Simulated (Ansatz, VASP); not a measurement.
**VN2: VASP beside Ansatz**

Contents of INCAR:

```
PREC = Accurate ; ENCUT = 520
EDIFF = 1E-6 ; ISMEAR = 0
SIGMA = 0.15 ; LREAL = False
LASPH = True ; NELM = 80
ALGO = Fast ; ISIF = 2
LWAVE = False ; LCHARG = False
GGA = PE ; NBANDS = 32
```

The input KPOINTS:

```
Automatic mesh
0
Gamma
  16 16 16
```

POSCAR

```
VN2
1.0
   -2.2071827141      2.2071827141      2.3600290217
    2.2071827141     -2.2071827141      2.3600290217
    2.2071827141      2.2071827141     -2.3600290217
V N
2 4
Direct
    0.2500000000      0.2500000000      0.0000000000
    0.7500000000      0.7500000000      0.0000000000
    0.1135731475      0.6135731475      0.7271462950
    0.6135731475      0.8864268525      0.5000000000
    0.8864268525      0.3864268525      0.2728537050
    0.3864268525      0.1135731475      0.5000000000
```

Input for Ansatz:

```yaml
crystal:
  lattice:
    - [-2.2071827141, 2.2071827141, 2.3600290217]
    - [2.2071827141, -2.2071827141, 2.3600290217]
    - [2.2071827141, 2.2071827141, -2.3600290217]
  atoms:
    - { symbol: V, position: [0.25, 0.25, 0.0] }
    - { symbol: V, position: [0.75, 0.75, 0.0] }
    - { symbol: "N", position: [0.1135731475, 0.6135731475, 0.727146295] }
    - { symbol: "N", position: [0.6135731475, 0.8864268525, 0.5] }
    - { symbol: "N", position: [0.8864268525, 0.3864268525, 0.272853705] }
    - { symbol: "N", position: [0.3864268525, 0.1135731475, 0.5] }
basis:
  ecutwfc: 420
kpoints:
  mp_grid: { grid: [16, 16, 16] }
hamiltonian:
  xc: pbe
scf:
  occupations: { method: gaussian, width: 0.15 }
output:
  forces: true
  stress: true
  eigenvalues: true
  write_density: true
  write_potential: true
  elf: true
  volumetric_format: npy
```

Change from the starting cell: strain +0.025 along x and y, -0.050 along z, atoms carried along.

Alike in both runs: task single point; functional PBE; k mesh 16 × 16 × 16; occupations gaussian, width 0.15 eV; no spin polarisation.

|  | VASP | Ansatz |
| --- | --- | --- |
| version | VASP 6.6.1 | Ansatz 0.2.0 |
| potentials or method | VASP PAW PBE potentials, release 64 (V_sv, N), cutoff 520 eV | scalar-relativistic, plane waves, PAW |
| valence electrons in the cell | 46 | 46 |

VASP gave:

```
gap on the k mesh at the Fermi level (eV)                     : none
pressure (GPa)                                                : -0.4
traceless stress, the component that is largest in VASP (GPa) : 32.30
rms of the force components (eV/Å)                            : 0.099
```

Q: Estimate Ansatz's values.

A: gap on the k mesh at the Fermi level (eV): none; pressure (GPa): -1.1; traceless stress, the component that is largest in VASP (GPa): 32.43; rms of the force components (eV/Å): 0.116.

Atom by atom the forces differ by 0.017 eV/Å (rms over components). A gap of «none» marks a metal or a gap that the smearing closes.
